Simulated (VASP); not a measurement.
# CuSi16 (a cell with a defect) in VASP: a series of runs

CuSi16 (a cell with a defect) is run at these levels: PBE; tasks: single point.

All numbers are computed with VASP 6.6.1; they aren't measurements. Logs are shortened: lines on timing, memory, paths and dates and some standing lists are left out, and cuts for length are marked.

## 1. The cell of the first run

The cell holds a defect, 17 atoms: a = 7.679 Å, b = 7.679 Å, c = 7.679 Å, α = 60.00°, β = 60.00°, γ = 60.00°.

## 2. Single point, PBE, collinear spin

Input file INCAR:

```
SYSTEM = CuSi16
PREC = Accurate
ENCUT = 520
EDIFF = 1E-6
ISMEAR = 0
SIGMA = 0.05
LREAL = Auto
LASPH = .TRUE.
NELM = 150
ALGO = Normal
ISIF = 2
LWAVE = .FALSE.
LCHARG = .FALSE.
ISPIN = 2
MAGMOM = 0 0 0 0 0 0 0 0 0 0 0 0 0 0 0 0 1
LORBIT = 11
LMAXMIX = 4
GGA = PE
NBANDS = 56
```

Input file KPOINTS:

```
Automatic mesh
0
G
  2 2 2
  0 0 0
```

Input file POSCAR:

```
CuSi16
1.0
    0.0000000000      5.4300000000      5.4300000000
    5.4300000000      0.0000000000      5.4300000000
    5.4300000000      5.4300000000      0.0000000000
Si Cu
16 1
Direct
   -0.0000736369      0.0000865254     -0.0001804785
    0.1243256817      0.1239751517      0.1258710154
   -0.0000043699      0.0001249660      0.5002028576
    0.1245595363      0.1249438810      0.6253209312
   -0.0040702816      0.5014379265      0.0012504609
    0.1245512738      0.6257476945      0.1258915496
    0.0001144062      0.4994471090      0.5002179139
    0.1247287510      0.6257901499      0.6235897574
    0.5017977971     -0.0051239239      0.0015821775
    0.6255896704      0.1244177798      0.1259629804
    0.4990653401      0.0003369060      0.5002829782
    0.6256627247      0.1245620717      0.6237824577
    0.5021364857      0.5021352429      0.0018040901
    0.6264456456      0.6254404037      0.1236109728
    0.5023996639      0.5023616085      0.4930498605
    0.6257881554      0.6260164553      0.6239035282
    0.3771393566      0.3755622520      0.8730666471
```

Potentials or basis: VASP PAW PBE potentials, release 64 (Si, Cu).

Command:

```
cat potpaw_PBE.64/Si/POTCAR potpaw_PBE.64/Cu/POTCAR > POTCAR
mpirun -np 1 vasp_std > vasp.out
```

OUTCAR:

```text
SYSTEM = CuSi16
   PREC = Accurate
   ENCUT = 520
   EDIFF = 1E-6
   ISMEAR = 0
   LREAL = Auto
   LASPH = .TRUE.
   NELM = 150
   ISIF = 2
   ISPIN = 2
   LORBIT = 11
   GGA = PE

 ion  position               nearest neighbor table
   1  1.000  0.000  1.000-  10 2.35   6 2.35   2 2.35   4 2.35
   2  0.124  0.124  0.126-   3 2.35   1 2.35   5 2.37   9 2.37  17 2.74
   3  1.000  0.000  0.500-   2 2.35  12 2.35   8 2.35   4 2.35
   4  0.125  0.125  0.625-   1 2.35   3 2.35   7 2.35  11 2.35
   5  0.996  0.501  0.001-  14 2.32   2 2.37   6 2.37   8 2.37  17 2.39
   6  0.125  0.626  0.126-   7 2.35   1 2.35   5 2.37  13 2.37  17 2.73
   7  0.000  0.499  0.500-   6 2.35  16 2.35   8 2.35   4 2.35
   8  0.125  0.626  0.624-   7 2.35   3 2.35   5 2.37  15 2.37  17 2.73
   9  0.502  0.995  0.002-  14 2.32   2 2.37  10 2.37  12 2.37  17 2.39
  10  0.626  0.124  0.126-  11 2.35   1 2.35   9 2.37  13 2.37  17 2.72
  11  0.499  0.000  0.500-  10 2.35  16 2.35  12 2.35   4 2.35
  12  0.626  0.125  0.624-  11 2.35   3 2.35   9 2.37  15 2.37  17 2.72
  13  0.502  0.502  0.002-  14 2.32   6 2.37  10 2.37  16 2.37  17 2.38
  14  0.626  0.625  0.124-  13 2.32   9 2.32  15 2.32   5 2.32
  15  0.502  0.502  0.493-  14 2.32   8 2.37  12 2.37  16 2.37  17 2.38
  16  0.626  0.626  0.624-  11 2.35   7 2.35  13 2.37  15 2.37  17 2.71
  17  0.377  0.376  0.873-  15 2.38  13 2.38   9 2.39   5 2.39  16 2.71  12 2.72  10 2.72   8 2.73
                             6 2.73   2 2.74

  LATTYP: Found a face centered cubic cell.
 ALAT       =    10.8600000000

  Lattice vectors:

 A1 = (   0.0000000000,   5.4300000000,   5.4300000000)
 A2 = (   5.4300000000,   0.0000000000,   5.4300000000)
 A3 = (   5.4300000000,   5.4300000000,   0.0000000000)

Analysis of symmetry for initial positions (statically):
=====================================================================
 Subroutine PRICEL returns:
 Original cell was already a primitive cell.

 Routine SETGRP: Setting up the symmetry group for a
 face centered cubic supercell.

 Subroutine GETGRP returns: Found  1 space group operations
 (whereof  1 operations were pure point group operations)
 out of a pool of 48 trial point group operations.

The static configuration has the point symmetry C_1 .

Analysis of symmetry for dynamics (positions and initial velocities):
=====================================================================
 Subroutine PRICEL returns:
 Original cell was already a primitive cell.

 Routine SETGRP: Setting up the symmetry group for a
 face centered cubic supercell.

 Subroutine GETGRP returns: Found  1 space group operations
[... 174 lines left out ...]
  ---------------------------------------------------
  free energy    TOTEN  =       -87.45581679 eV

  energy without entropy =      -87.43855892  energy(sigma->0) =      -87.44718786

 E-fermi :   6.9049     XC(G=0):  -9.6644

 val. band max:        6.8918081250   @ k =   0.5000   0.0000   0.0000
 cond. band min:       6.9455074039   @ k =   0.0000   0.0000   0.0000
 fundamental gap:      0.0536992789
 Fermi energy:         6.9048694408

 spin component 1

 k-point     1 :       0.0000    0.0000    0.0000
  band No.  band energies     occupation
      1      -5.9308      1.00000
      2      -3.5409      1.00000
      3      -3.5402      1.00000
      4      -3.5391      1.00000
      5      -3.5194      1.00000
      6      -2.0137      1.00000
[... 405 lines left out ...]
     48      10.4702      0.00000
     49      10.4839      0.00000
 Fermi energy:         6.9048694408

 spin component 2

 k-point     1 :       0.0000    0.0000    0.0000
  band No.  band energies     occupation
      1      -5.9292      1.00000
      2      -3.5397      1.00000
      3      -3.5389      1.00000
      4      -3.5379      1.00000
      5      -3.5179      1.00000
      6      -2.0105      1.00000
[... 405 lines left out ...]
     48      10.4721      0.00000
     49      10.4856      0.00000
 [bands above 49 left out]

------------------------ aborting loop because EDIFF is reached ----------------------------------------

  FORCE on cell =-STRESS in cart. coord.  units (eV):
  Direction    XX          YY          ZZ          XY          YZ          ZX
  --------------------------------------------------------------------------------------
  -------------------------------------------------------------------------------------
  Total        8.4221249      8.4206846      8.4237166      0.0442914     -0.0218969      0.0057370
  in kB       42.1407997     42.1335933     42.1487640      0.2216157     -0.1095632      0.0287054
  external PRESSURE =      42.1410523 kB  Pullay stress =       0.0000000 kB

 VOLUME and BASIS-vectors are now :
 -----------------------------------------------------------------------------
  energy-cutoff  :      520.00
  volume of cell :      320.21
      direct lattice vectors                 reciprocal lattice vectors
     0.000000000  5.430000000  5.430000000    -0.092081031  0.092081031  0.092081031
     5.430000000  0.000000000  5.430000000     0.092081031 -0.092081031  0.092081031
     5.430000000  5.430000000  0.000000000     0.092081031  0.092081031 -0.092081031

 POSITION                                       TOTAL-FORCE (eV/Angst)
 -----------------------------------------------------------------------------------
      5.42949     10.85862      5.43007        -0.007151     -0.005786      0.008140
      1.35666      1.35857      1.34827         0.000146     -0.000953     -0.001723
      2.71678      8.14608      5.43065         0.006521      0.007424      0.008959
      4.07394      4.07185      1.35480        -0.002497      0.000539      0.004655
      2.72960      5.41469      8.13071         0.007377     -0.006555     -0.006828
      4.08140      1.35990      4.07412         0.003008     -0.002489     -0.001209
[... 9 lines left out ...]
      6.78707      6.78583      6.79730         0.000668      0.000707      0.005720
      6.78005      6.78862      4.08717         0.001574     -0.000386     -0.003774
 -----------------------------------------------------------------------------------
    total drift:                                0.001836      0.001270     -0.000000

  FREE ENERGIE OF THE ION-ELECTRON SYSTEM (eV)
  ---------------------------------------------------
  free  energy   TOTEN  =       -87.4558167927 eV

  energy  without entropy=      -87.4385589219  energy(sigma->0) =      -87.44718786

 total charge

# of ion       s       p       d       tot
------------------------------------------
    1        0.741   0.955   0.000   1.696
    2        0.736   0.949   0.000   1.685
    3        0.741   0.955   0.000   1.696
    4        0.740   0.960   0.000   1.700
    5        0.732   0.969   0.000   1.701
    6        0.736   0.949   0.000   1.685
[... 9 lines left out ...]
   16        0.736   0.949   0.000   1.685
   17        0.485   0.399   9.218  10.103
--------------------------------------------------
tot         12.312  15.696   9.218  37.226

 magnetization (x)

# of ion       s       p       d       tot
------------------------------------------
    1        0.000   0.000   0.000   0.000
    2        0.000   0.000   0.000   0.000
    3        0.000   0.000   0.000   0.000
    4        0.000  -0.000   0.000   0.000
    5        0.000   0.000   0.000   0.000
    6        0.000   0.000   0.000   0.000
[... 9 lines left out ...]
   16        0.000   0.000   0.000   0.000
   17        0.003   0.000  -0.000   0.003
--------------------------------------------------
tot          0.005   0.002  -0.000   0.008
```

Wall time 7.7 min (1 thread of Intel Xeon 6975P-C (Granite Rapids), shared host); peak memory 0.73 GiB.

Results:

```yaml
Free_energy: -87.4558 eV
Pressure: 4.2 GPa
Largest_force: 0.023 eV/Å
Net_moment: 0.03 μB per cell
Valence_electrons_inside_the_program's_atomic_spheres: Si 1.70, 1.69, 1.73 (each value once); Cu 10.10
```

Forces on the atoms (eV/Å):
```
Si  -0.007 -0.006  0.008
Si   0.000 -0.001 -0.002
Si   0.007  0.007  0.009
Si  -0.002  0.001  0.005
Si   0.007 -0.007 -0.007
Si   0.003 -0.002 -0.001
Si  -0.009  0.008 -0.008
Si   0.003 -0.005 -0.003
Si  -0.008  0.009 -0.010
Si  -0.002  0.003  0.000
Si   0.009 -0.010 -0.009
Si  -0.005  0.002 -0.001
Si   0.012  0.012  0.010
Si   0.003  0.001 -0.006
Si  -0.013 -0.013  0.013
Si   0.001  0.001  0.006
Cu   0.002  0.000 -0.004
```

Levels at points of the mesh, in eV from the Fermi level:
Spin up:
| k point | band 36 | band 37 | band 38 | band 39 | band 40 | band 41 |
| --- | --- | --- | --- | --- | --- | --- |
| (0.00, 0.00, 0.00) | -0.65 | -0.64 | -0.64 | 0.04 | 0.04 | 0.07 |
| (0.50, 0.00, 0.00) | -1.21 | -1.21 | -0.02 | 0.56 | 0.82 | 0.82 |
| (0.00, 0.50, 0.00) | -1.21 | -1.21 | -0.02 | 0.56 | 0.82 | 0.82 |
| (0.00, 0.00, 0.50) | -1.21 | -1.21 | -0.02 | 0.57 | 0.82 | 0.82 |
| (0.50, 0.50, 0.50) | -1.21 | -1.21 | -0.02 | 0.57 | 0.82 | 0.82 |
| (0.50, 0.50, 0.00) | -1.99 | -1.43 | 0.13 | 0.54 | 1.51 | 1.53 |
| (0.00, 0.50, 0.50) | -1.99 | -1.43 | 0.13 | 0.54 | 1.51 | 1.53 |
| (0.50, 0.00, 0.50) | -1.99 | -1.43 | 0.13 | 0.54 | 1.51 | 1.53 |
Spin down:
| k point | band 36 | band 37 | band 38 | band 39 | band 40 | band 41 |
| --- | --- | --- | --- | --- | --- | --- |
| (0.00, 0.00, 0.00) | -0.65 | -0.64 | -0.64 | 0.04 | 0.04 | 0.07 |
| (0.50, 0.00, 0.00) | -1.21 | -1.21 | -0.01 | 0.56 | 0.82 | 0.82 |
| (0.00, 0.50, 0.00) | -1.21 | -1.21 | -0.01 | 0.57 | 0.82 | 0.82 |
| (0.00, 0.00, 0.50) | -1.21 | -1.21 | -0.02 | 0.57 | 0.82 | 0.82 |
| (0.50, 0.50, 0.50) | -1.21 | -1.21 | -0.01 | 0.57 | 0.82 | 0.82 |
| (0.50, 0.50, 0.00) | -1.99 | -1.42 | 0.13 | 0.54 | 1.52 | 1.54 |
| (0.00, 0.50, 0.50) | -1.99 | -1.43 | 0.13 | 0.54 | 1.52 | 1.53 |
| (0.50, 0.00, 0.50) | -1.99 | -1.43 | 0.13 | 0.54 | 1.52 | 1.53 |

Caveat: the k points lie up to 0.50 Å⁻¹ apart.

## 3. Single point, PBE, collinear spin

Input file INCAR:

```
SYSTEM = CuSi16
ALGO     = Normal         ! electronic algorithm
EDIFF    = 1E-6           ! SCF threshold, eV
ENCUT    = 520            ! plane-wave cutoff, eV
GGA      = PE             ! functional
ISIF     = 2              ! what is computed and relaxed
ISMEAR   = 0              ! smearing method
ISPIN    = 2              ! spin polarisation
LASPH    = .TRUE.         ! aspherical terms in the spheres
LCHARG   = .FALSE.        ! write CHGCAR
LMAXMIX  = 4              ! l up to which the mixer works
LORBIT   = 11             ! projections on sites
LREAL    = Auto         
LWAVE    = .FALSE.        ! write WAVECAR
MAGMOM   = 0 0 0 0 0 0 0 0 0 0 0 0 0 0 0 0 1 ! initial moments
NBANDS   = 56             ! bands
NELM     = 150            ! most SCF steps
PREC     = Accurate       ! precision mode
SIGMA    = 0.05           ! smearing width, eV
```

Input file KPOINTS:

```
k-points
0
G
  2 2 2
  0 0 0
```

Input file POSCAR:

```
CuSi16
1.0
    0.0000000000      5.4300000000      5.4300000000
    5.4300000000      0.0000000000      5.4300000000
    5.4300000000      5.4300000000      0.0000000000
Si Cu
16 1
Direct
    0.0025435925      0.0002588750     -0.0035243171
    0.1232554232      0.1227760684      0.1226254962
   -0.0009214397     -0.0008734973      0.5000357839
    0.1246344078      0.1242488436      0.6267238897
   -0.0011910197      0.5006521503     -0.0003843444
    0.1233372201      0.6308661058      0.1227441073
   -0.0009075045      0.5015791909      0.5001159258
    0.1250571676      0.6247897956      0.6252715453
    0.5013405085     -0.0013291280     -0.0005440843
    0.6332517390      0.1222365966      0.1220790995
    0.5021820580     -0.0009660613      0.4996773978
    0.6247817812      0.1252845107      0.6251433073
    0.5013906693      0.5003106491     -0.0004982679
    0.6245045376      0.6243683160      0.1266362033
    0.4994755227      0.4997094610      0.5010735270
    0.6247945433      0.6247097592      0.6251796821
    0.2537370230      0.2505925944      1.2444846186
```

Potentials or basis: VASP PAW PBE potentials, release 64 (Si, Cu).

Command:

```
cat potpaw_PBE.64/Si/POTCAR potpaw_PBE.64/Cu/POTCAR > POTCAR
mpirun -np 1 vasp_std > vasp.out
```

Run time: 8.7 min. Hardware: 1 thread of Intel Xeon 6975P-C (Granite Rapids), shared host; peak memory 0.73 GiB.

Results (log left out):

* Free energy: -87.4558 eV
* Pressure: 4.4 GPa
* Largest force: 0.017 eV/Å
* Net moment: 0.02 μB per cell
* Valence electrons inside the program's atomic spheres: Si 1.72, 1.70, 1.69 (each value once); Cu 10.11

Forces in eV/Å, atoms in the order of the input:
```
Si  -0.005 -0.003  0.005
Si  -0.006 -0.010 -0.013
Si   0.001  0.004  0.001
Si   0.008  0.006 -0.008
Si  -0.001 -0.003  0.002
Si   0.012 -0.008  0.006
Si  -0.002  0.004 -0.001
Si  -0.003  0.001  0.003
Si  -0.006 -0.001 -0.001
Si  -0.007  0.013  0.008
Si   0.003  0.002 -0.004
Si   0.003 -0.006  0.006
Si   0.000 -0.001  0.006
Si   0.006  0.008 -0.007
Si  -0.003 -0.001  0.003
Si  -0.005 -0.006 -0.002
Cu   0.006  0.002 -0.005
```

Stress tensor (GPa, compression positive):
```
 4.40 -0.05  0.02
-0.05  4.40  0.05
 0.02  0.05  4.40
```

Levels at points of the mesh, in eV from the Fermi level:
Spin up:
```
           k point  band 35  band 36  band 37  band 38  band 39  band 40  band 41  band 42
(0.00, 0.00, 0.00)    -1.15    -0.65    -0.64    -0.63     0.04     0.04     0.07     0.08
(0.50, 0.00, 0.00)    -1.43    -1.21    -1.21    -0.02     0.57     0.82     0.82     0.86
(0.00, 0.50, 0.00)    -1.43    -1.21    -1.21    -0.02     0.57     0.82     0.82     0.86
(0.00, 0.00, 0.50)    -1.43    -1.21    -1.20    -0.02     0.55     0.81     0.81     0.88
(0.50, 0.50, 0.50)    -1.43    -1.21    -1.21    -0.02     0.57     0.82     0.82     0.86
(0.50, 0.50, 0.00)    -2.00    -1.99    -1.43     0.13     0.54     1.51     1.53     1.54
(0.00, 0.50, 0.50)    -2.00    -1.99    -1.43     0.13     0.54     1.51     1.53     1.54
(0.50, 0.00, 0.50)    -2.01    -1.99    -1.43     0.13     0.54     1.51     1.53     1.54
```
Spin down:
| k point | band 36 | band 37 | band 38 | band 39 | band 40 | band 41 |
| --- | --- | --- | --- | --- | --- | --- |
| (0.00, 0.00, 0.00) | -0.65 | -0.64 | -0.63 | 0.04 | 0.04 | 0.07 |
| (0.50, 0.00, 0.00) | -1.21 | -1.21 | -0.02 | 0.57 | 0.82 | 0.83 |
| (0.00, 0.50, 0.00) | -1.21 | -1.21 | -0.01 | 0.57 | 0.82 | 0.82 |
| (0.00, 0.00, 0.50) | -1.20 | -1.20 | -0.01 | 0.55 | 0.81 | 0.82 |
| (0.50, 0.50, 0.50) | -1.21 | -1.21 | -0.01 | 0.57 | 0.82 | 0.82 |
| (0.50, 0.50, 0.00) | -1.99 | -1.43 | 0.13 | 0.54 | 1.52 | 1.53 |
| (0.00, 0.50, 0.50) | -1.99 | -1.43 | 0.13 | 0.54 | 1.52 | 1.53 |
| (0.50, 0.00, 0.50) | -1.99 | -1.43 | 0.13 | 0.54 | 1.52 | 1.53 |

Caveat: the k points lie up to 0.50 Å⁻¹ apart.
